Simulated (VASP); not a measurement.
# SnO (P4/nmm) in VASP: a series of runs, part 2 of 2

VASP 6.6.1. The steps go on from the part before.

### Step 4. Electric field gradients, PBEsol (zz strain of -2 %)

INCAR reads:

```
SYSTEM = SnO
PREC     = Accurate       ! precision mode
ENCUT    = 520            ! plane-wave cutoff, eV
EDIFF    = 1E-8           ! SCF threshold, eV
ISMEAR   = -1             ! smearing method
SIGMA    = 0.01           ! smearing width, eV
LREAL    = .FALSE.        ! projectors in reciprocal space
LASPH    = .TRUE.         ! aspherical terms in the spheres
NELM     = 80             ! most SCF steps
ALGO     = Normal         ! electronic algorithm
ISIF     = 2              ! what is computed and relaxed
LWAVE    = .FALSE.        ! write WAVECAR
LCHARG   = .FALSE.        ! write CHGCAR
GGA      = PS             ! functional
LEFG     = .TRUE.       
NBANDS   = 28             ! bands
```

KPOINTS reads:

```
regular mesh
0
G
  8 8 6
  0 0 0
```

POSCAR reads:

```
SnO
1.0
    3.8020000000      0.0000000000      0.0000000000
    0.0000000000      3.8020000000      0.0000000000
    0.0000000000      0.0000000000      4.7392800000
Sn O
2 2
Direct
    0.0000000000      0.5000000000      0.2385000000
    0.5000000000      0.0000000000      0.7615000000
    0.0000000000      0.0000000000      0.0000000000
    0.5000000000      0.5000000000      0.0000000000
```

Potentials or basis: VASP PAW PBE potentials, release 64 (Sn_d, O).

The run is started by

```
$ cat potpaw_PBE.64/Sn_d/POTCAR potpaw_PBE.64/O/POTCAR > POTCAR
$ mpirun -np 1 vasp_std > vasp.out
```

OUTCAR:

```text
SYSTEM = SnO
   PREC = Accurate
   ENCUT = 520
   EDIFF = 1E-8
   ISMEAR = -1
   LREAL = .FALSE.
   LASPH = .TRUE.
   NELM = 80
   ISIF = 2
   GGA = PS

 ion  position               nearest neighbor table
   1  0.000  0.500  0.239-   3 2.21   4 2.21   3 2.21   4 2.21   2 3.51   2 3.51   2 3.51   2 3.51
                             2 3.66   2 3.66   2 3.66   2 3.66
   2  0.500  0.000  0.761-   3 2.21   4 2.21   4 2.21   3 2.21   1 3.51   1 3.51   1 3.51   1 3.51
                             1 3.66   1 3.66   1 3.66   1 3.66
   3  0.000  0.000  0.000-   1 2.21   2 2.21   1 2.21   2 2.21
   4  0.500  0.500  0.000-   1 2.21   2 2.21   2 2.21   1 2.21

  LATTYP: Found a simple tetragonal cell.
 ALAT       =     3.8020000000
 C/A-ratio  =     1.2465228827

  Lattice vectors:

 A1 = (   3.8020000000,   0.0000000000,   0.0000000000)
 A2 = (   0.0000000000,   3.8020000000,   0.0000000000)
 A3 = (   0.0000000000,   0.0000000000,   4.7392800000)

Analysis of symmetry for initial positions (statically):
=====================================================================
[... 952 lines left out ...]
      1.90100      0.00000      3.60896         0.000000      0.000000     -0.518212
      0.00000      0.00000      0.00000         0.000000      0.000000      0.000000
      1.90100      1.90100      0.00000         0.000000     -0.000000      0.000000
 -----------------------------------------------------------------------------------
    total drift:                                0.000000      0.000000      0.000000

  FREE ENERGIE OF THE ION-ELECTRON SYSTEM (eV)
  ---------------------------------------------------
  free  energy   TOTEN  =       -24.2006446919 eV

  energy  without entropy=      -24.2004522202  energy(sigma->0) =      -24.20054846

 Electric field gradients (V/A^2)
---------------------------------------------------------------------
 ion       V_xx      V_yy      V_zz      V_xy      V_xz      V_yz
---------------------------------------------------------------------
   1      79.438    79.438  -158.875     0.000    -0.000     0.000
   2      79.438    79.438  -158.875     0.000     0.000     0.000
   3       1.549     1.549    -3.098    -0.000    -0.000     0.000
   4       1.549     1.549    -3.098    -0.000    -0.000     0.000
---------------------------------------------------------------------

 Electric field gradients after diagonalization (V/A^2)
 (convention: |V_zz| > |V_xx| > |V_yy|)
----------------------------------------------------------------------
 ion       V_xx      V_yy      V_zz     asymmetry (V_yy - V_xx)/ V_zz
----------------------------------------------------------------------
   1      79.438    79.438  -158.875       0.000
   2      79.438    79.438  -158.875       0.000
   3       1.549     1.549    -3.098       0.000
   4       1.549     1.549    -3.098       0.000
----------------------------------------------------------------------

           NMR quadrupolar parameters

 Cq : quadrupolar parameter    Cq=e*Q*V_zz/h
 eta: asymmetry parameters     (V_yy - V_xx)/ V_zz
 Q  : nuclear electric quadrupole moment in mb (millibarn)
----------------------------------------------------------------------
 ion       Cq(MHz)       eta       Q (mb)
----------------------------------------------------------------------
   1      -0.384       0.000       1.000
   2      -0.384       0.000       1.000
   3      -0.007       0.000       1.000
   4      -0.007       0.000       1.000
----------------------------------------------------------------------
```

It took 2.8 min on 1 thread of Intel Xeon 8259CL, shared host; peak memory 0.24 GiB.

What came out:

| Item | Value |
| --- | --- |
| Free energy | -24.2006 eV |
| Pressure | 1.9 GPa |
| Largest force | 0.518 eV/Å |
| Band gap on the k mesh | 0.02 eV (least direct gap 1.84 eV) |
| Largest electric field gradient by atom | Sn -158.9; O -3.1 V/Å² |

Forces in eV/Å, atoms in the order of the input:
```
Sn   0.000  0.000  0.518
Sn   0.000  0.000 -0.518
O    0.000  0.000  0.000
O    0.000  0.000  0.000
```

Stress tensor (GPa, compression positive):
```
1.71 0.00 0.00
0.00 1.71 0.00
0.00 0.00 2.25
```

Electric field gradients, principal values (V/Å²):
| atom | least | middle | greatest (by size) |
| --- | --- | --- | --- |
| 1 Sn | 79.438 | 79.438 | -158.875 |
| 2 Sn | 79.438 | 79.438 | -158.875 |
| 3 O | 1.549 | 1.549 | -3.098 |
| 4 O | 1.549 | 1.549 | -3.098 |

Caveat: the cell differs from its parent crystal (zz strain of -2 %); semilocal functionals underestimate gaps, and a narrow one can read as zero; without QUAD_EFG the Cq values of the log hold for a quadrupole moment of 1 mb, not for the nuclei; the PAW data sets were made with another functional, which shifts forces and pressure a little; spin-orbit coupling is left out, which moves the levels of the heavy elements. A k mesh can miss the band edges.

### Step 5. Electric field gradients, PBEsol (16.43 Å³/atom)

This run uses another cell than the first one, of 16.43 Å³/atom.

INCAR reads:

```
ALGO = Normal
EDIFF = 1E-8
ENCUT = 520
GGA = PS
ISIF = 2
ISMEAR = -1
LASPH = T
LCHARG = F
LEFG = T
LREAL = F
LWAVE = F
NBANDS = 28
NELM = 60
PREC = Accurate
SIGMA = 0.01
```

KPOINTS reads:

```
k-points
0
Gamma
  8 8 6
```

POSCAR reads:

```
SnO
1.0
    3.7243863853      0.0000000000      0.0000000000
    0.0000000000      3.7243863853      0.0000000000
    0.0000000000      0.0000000000      4.7372784218
Sn O
2 2
Direct
    0.0000000000      0.5000000000      0.2385000000
    0.5000000000      0.0000000000      0.7615000000
    0.0000000000      0.0000000000      0.0000000000
    0.5000000000      0.5000000000      0.0000000000
```

Potentials or basis: VASP PAW PBE potentials, release 64 (Sn_d, O).

The run is started by

```
$ cat potpaw_PBE.64/Sn_d/POTCAR potpaw_PBE.64/O/POTCAR > POTCAR
$ mpirun -np 1 vasp_std > vasp.out
```

OUTCAR:

```text
EDIFF = 1E-8
   ENCUT = 520
   GGA = PS
   ISIF = 2
   ISMEAR = -1
   LASPH = T
   LREAL = F
   NELM = 60
   PREC = Accurate

 ion  position               nearest neighbor table
   1  0.000  0.500  0.239-   3 2.18   4 2.18   3 2.18   4 2.18   2 3.47   2 3.47   2 3.47   2 3.47
                             2 3.62   2 3.62   2 3.62   2 3.62
   2  0.500  0.000  0.761-   3 2.18   4 2.18   4 2.18   3 2.18   1 3.47   1 3.47   1 3.47   1 3.47
                             1 3.62   1 3.62   1 3.62   1 3.62
   3  0.000  0.000  0.000-   1 2.18   2 2.18   1 2.18   2 2.18
   4  0.500  0.500  0.000-   1 2.18   2 2.18   2 2.18   1 2.18

  LATTYP: Found a simple tetragonal cell.
 ALAT       =     3.7243863853
 C/A-ratio  =     1.2719621252

  Lattice vectors:

 A1 = (   3.7243863853,   0.0000000000,   0.0000000000)
 A2 = (   0.0000000000,   3.7243863853,   0.0000000000)
 A3 = (   0.0000000000,   0.0000000000,   4.7372784218)

Analysis of symmetry for initial positions (statically):
=====================================================================
 Subroutine PRICEL returns:
 Original cell was already a primitive cell.

 Routine SETGRP: Setting up the symmetry group for a
 simple tetragonal supercell.

 Subroutine GETGRP returns: Found 16 space group operations
 (whereof  8 operations were pure point group operations)
 out of a pool of 16 trial point group operations.

The static configuration has the point symmetry D_2d.
 The point group associated with its full space group is D_4h.

Analysis of symmetry for dynamics (positions and initial velocities):
=====================================================================
 Subroutine PRICEL returns:
 Original cell was already a primitive cell.

 Routine SETGRP: Setting up the symmetry group for a
 simple tetragonal supercell.

 Subroutine GETGRP returns: Found 16 space group operations
 (whereof  8 operations were pure point group operations)
 out of a pool of 16 trial point group operations.

The dynamic configuration has the point symmetry D_2d.
 The point group associated with its full space group is D_4h.

 Subroutine INISYM returns: Found 16 space group operations
 (whereof  8 operations are pure point group operations),
 and found     1 'primitive' translations

----------------------------------------------------------------------------------------

                                     Primitive cell

  volume of cell :      65.7110

  direct lattice vectors                    reciprocal lattice vectors
     3.724386385  0.000000000  0.000000000     0.268500606  0.000000000  0.000000000
     0.000000000  3.724386385  0.000000000     0.000000000  0.268500606  0.000000000
     0.000000000  0.000000000  4.737278422     0.000000000  0.000000000  0.211091667

  length of vectors
     3.724386385  3.724386385  4.737278422     0.268500606  0.268500606  0.211091667

  position of ions in fractional coordinates (direct lattice)
     0.000000000  0.500000000  0.238500000
     0.500000000  0.000000000  0.761500000
     0.000000000  0.000000000  0.000000000
     0.500000000  0.500000000  0.000000000

  ion indices of the primitive-cell ions
   primitive index   ion index
                 1           1
[... 92 lines left out ...]
   IALGO  =     38    algorithm
   IMIX   =      4    mixing-type and parameters
     AMIX     =   0.40;   BMIX     =  1.00
     AMIX_MAG =   1.60;   BMIX_MAG =  1.00
  volume/ion in A,a.u.               =      16.43       110.86
  Fermi-wavevector in a.u.,A,eV,Ry     =   1.387444  2.621888 26.191216  1.925000
  Thomas-Fermi vector in A             =   2.511664
   LORBIT       =      0    0 simple, 1 ext, 2 COOP (PROOUT), +10 PAW based schemes
   GGA     = PS    functional components
   LHFCALC =     F    Hartree Fock is set to
   AEXX    =    0.0000 exact exchange contribution
   IVDW    =     0    specifies the selected vdW correction
   LEPSILON=     F    determine dielectric tensor
   LRPA    =     F    only Hartree local field effects (RPA)
 non-spin polarized calculation
  energy-cutoff  :      520.00
  volume of cell :       65.71
 maximum number of plane-waves:      1784
 NGX is ok and might be reduce to    28
   NGX = 13   NGY = 13   NGZ = 17

 number of electron      40.0000009 magnetization

 Free energy of the ion-electron system (eV)
  ---------------------------------------------------
  ext. energy  EPLUGINS =         0.00000000
  ---------------------------------------------------
  free energy    TOTEN  =       -24.11798049 eV

  energy without entropy =      -24.11778103  energy(sigma->0) =      -24.11788076

 E-fermi :   8.0291     XC(G=0): -10.8145

 val. band max:        8.0245116972   @ k =   0.1250   0.0000   0.0000
 cond. band min:       8.2312737935   @ k =   0.5000   0.5000   0.1667
 fundamental gap:      0.2067620963
 Fermi energy:         8.0291277010

 k-point     1 :       0.0000    0.0000    0.0000
  band No.  band energies     occupation
      1     -14.3092      2.00000
      2     -13.7175      2.00000
      3     -13.7175      2.00000
      4     -13.7083      2.00000
      5     -13.6468      2.00000
      6     -13.6405      2.00000
[... 733 lines left out ...]
     27      16.5994      0.00000
     28      16.5994      0.00000

 [... further k-points ...]

------------------------ aborting loop because EDIFF is reached ----------------------------------------

  FORCE on cell =-STRESS in cart. coord.  units (eV):
  Direction    XX          YY          ZZ          XY          YZ          ZX
  --------------------------------------------------------------------------------------
  -------------------------------------------------------------------------------------
  Total        3.1801206      3.1801206      2.3130020      0.0000000      0.0000000      0.0000000
  in kB       77.5382153     77.5382153     56.3959882      0.0000000      0.0000000      0.0000000
  external PRESSURE =      70.4908063 kB  Pullay stress =       0.0000000 kB

 VOLUME and BASIS-vectors are now :
 -----------------------------------------------------------------------------
  energy-cutoff  :      520.00
  volume of cell :       65.71
      direct lattice vectors                 reciprocal lattice vectors
     3.724386385  0.000000000  0.000000000     0.268500606  0.000000000  0.000000000
     0.000000000  3.724386385  0.000000000     0.000000000  0.268500606  0.000000000
     0.000000000  0.000000000  4.737278422     0.000000000  0.000000000  0.211091667

 POSITION                                       TOTAL-FORCE (eV/Angst)
 -----------------------------------------------------------------------------------
      0.00000      1.86219      1.12984        -0.000000      0.000000      1.098681
      1.86219      0.00000      3.60744         0.000000      0.000000     -1.098681
      0.00000      0.00000      0.00000        -0.000000     -0.000000      0.000000
      1.86219      1.86219      0.00000        -0.000000      0.000000      0.000000
 -----------------------------------------------------------------------------------
    total drift:                                0.000000      0.000000      0.000000

  FREE ENERGIE OF THE ION-ELECTRON SYSTEM (eV)
  ---------------------------------------------------
  free  energy   TOTEN  =       -24.1179804876 eV

  energy  without entropy=      -24.1177810278  energy(sigma->0) =      -24.11788076

 Electric field gradients (V/A^2)
---------------------------------------------------------------------
 ion       V_xx      V_yy      V_zz      V_xy      V_xz      V_yz
---------------------------------------------------------------------
   1      85.422    85.422  -170.844     0.000    -0.000    -0.000
   2      85.422    85.422  -170.844     0.000     0.000    -0.000
   3      -1.301    -1.301     2.601    -0.000    -0.000    -0.000
   4      -1.301    -1.301     2.601     0.000    -0.000    -0.000
---------------------------------------------------------------------

 Electric field gradients after diagonalization (V/A^2)
 (convention: |V_zz| > |V_xx| > |V_yy|)
----------------------------------------------------------------------
 ion       V_xx      V_yy      V_zz     asymmetry (V_yy - V_xx)/ V_zz
----------------------------------------------------------------------
   1      85.422    85.422  -170.844       0.000
   2      85.422    85.422  -170.844       0.000
   3      -1.301    -1.301     2.601       0.000
   4      -1.301    -1.301     2.601       0.000
----------------------------------------------------------------------

           NMR quadrupolar parameters

 Cq : quadrupolar parameter    Cq=e*Q*V_zz/h
 eta: asymmetry parameters     (V_yy - V_xx)/ V_zz
 Q  : nuclear electric quadrupole moment in mb (millibarn)
----------------------------------------------------------------------
 ion       Cq(MHz)       eta       Q (mb)
----------------------------------------------------------------------
   1      -0.413       0.000       1.000
   2      -0.413       0.000       1.000
   3       0.006       0.000       1.000
   4       0.006       0.000       1.000
----------------------------------------------------------------------
```

OSZICAR:

```text
N       E                     dE             d eps       ncg     rms          rms(c)
DAV:   1     0.419060602901E+03    0.41906E+03   -0.20113E+04  3452   0.224E+03
DAV:   2     0.345859206195E+02   -0.38447E+03   -0.36901E+03  3460   0.547E+02
DAV:   3    -0.245433254097E+02   -0.59129E+02   -0.58073E+02  3840   0.180E+02
DAV:   4    -0.272237908940E+02   -0.26805E+01   -0.26694E+01  3868   0.407E+01
DAV:   5    -0.272854093582E+02   -0.61618E-01   -0.61612E-01  3648   0.666E+00    0.109E+01
DAV:   6    -0.241463890577E+02    0.31390E+01   -0.13165E+01  5448   0.419E+01    0.466E+00
DAV:   7    -0.241507163570E+02   -0.43273E-02   -0.15841E+00  3848   0.777E+00    0.243E+00
DAV:   8    -0.241283008821E+02    0.22415E-01   -0.26519E-01  4664   0.369E+00    0.770E-01
DAV:   9    -0.241173000460E+02    0.11001E-01   -0.45480E-02  5128   0.260E+00    0.204E-01
DAV:  10    -0.241180837549E+02   -0.78371E-03   -0.54649E-03  4496   0.702E-01    0.899E-02
DAV:  11    -0.241179690404E+02    0.11471E-03   -0.81940E-04  5212   0.311E-01    0.224E-02
DAV:  12    -0.241179887896E+02   -0.19749E-04   -0.15463E-04  3812   0.729E-02    0.285E-02
DAV:  13    -0.241179800194E+02    0.87701E-05   -0.35378E-05  4760   0.567E-02    0.180E-03
DAV:  14    -0.241179802892E+02   -0.26978E-06   -0.29247E-06  3528   0.105E-02    0.233E-03
DAV:  15    -0.241179804050E+02   -0.11577E-06   -0.13434E-07  4904   0.345E-03    0.129E-03
DAV:  16    -0.241179804893E+02   -0.84316E-07   -0.72148E-08  3740   0.264E-03    0.410E-04
DAV:  17    -0.241179804876E+02    0.16598E-08   -0.75046E-09  1732   0.108E-03
   1 F= -.24117980E+02 E0= -.24117881E+02  d E =-.199460E-03
```

stdout:

```text
POSCAR found type information on POSCAR SnO
 POSCAR found :  2 types and       4 ions
 scaLAPACK will be used
 -----------------------------------------------------------------------------
|                                                                             |
|                                                                             |
|     You enforced a specific xc type in the INCAR file but a different       |
|     I HOPE YOU KNOW WHAT YOU ARE DOING!                                     |
|                                                                             |
 -----------------------------------------------------------------------------

 LDA part: xc-table for (Slater+PW92), standard interpolation
 POSCAR, INCAR and KPOINTS ok, starting setup
 FFT: planning ... GRIDC
 FFT: planning ... GRID_SOFT
 FFT: planning ... GRID
 WAVECAR not read
 entering main loop
ion   1

ion   2

ion   3

ion   4
```

Run time: 4.1 min. Hardware: 1 thread of Intel Xeon 8259CL, shared host; peak memory 0.23 GiB.

Results:

| Property | Result |
| --- | --- |
| Free energy | -24.1180 eV |
| Pressure | 7.0 GPa |
| Largest force | 1.099 eV/Å |
| Band gap on the k mesh | zero (bands 20 and 21 overlap by 0.22 eV) |
| Largest electric field gradient by atom | Sn -170.8; O +2.6 V/Å² |

Forces in eV/Å, atoms in the order of the input:
```
Sn   0.000  0.000  1.099
Sn   0.000  0.000 -1.099
O    0.000  0.000  0.000
O    0.000  0.000  0.000
```

Electric field gradients, principal values (V/Å²):
```
atom   least  middle  greatest (by size)
1 Sn  85.422  85.422            -170.844
2 Sn  85.422  85.422            -170.844
 3 O  -1.301  -1.301               2.601
 4 O  -1.301  -1.301               2.601
```

Caveat: the cell stands under pressure; semilocal functionals underestimate gaps, and a narrow one can read as zero; without QUAD_EFG the Cq values of the log hold for a quadrupole moment of 1 mb, not for the nuclei; the PAW data sets were made with another functional, which shifts forces and pressure a little; spin-orbit coupling is left out, which moves the levels of the heavy elements.

### Step 6. The runs side by side

| cell | gap on the mesh (eV) | pressure (GPa) | largest force (eV/Å) |
| --- | --- | --- | --- |
| a = 3.840, b = 3.840, c = 4.836 Å, 4 atoms | 0.12 | -1.8 | 0.09 |
| a = 3.802, b = 3.802, c = 4.739 Å, 4 atoms | 0.02 | 1.9 | 0.52 |
| a = 3.724, b = 3.724, c = 4.737 Å, 4 atoms | none | 7.0 | 1.10 |

Alike in all rows: task electric field gradients; level PBEsol; potentials or basis VASP PAW PBE potentials, release 64 (Sn_d, O); no spin polarisation; k mesh 8 × 8 × 6; cutoff (eV) 520; smearing fermi-dirac 0.01 eV.

Caveats: semilocal functionals underestimate gaps, and a narrow one can read as zero; the PAW data sets were made with another functional, which shifts forces and pressure a little; spin-orbit coupling is left out, which moves the levels of the heavy elements; the cell stands under pressure (at least some runs).

Absolute energies hang on the potentials; compare differences alone.

The gap in the log of VASP goes by the Fermi energy; the results here count the filled bands.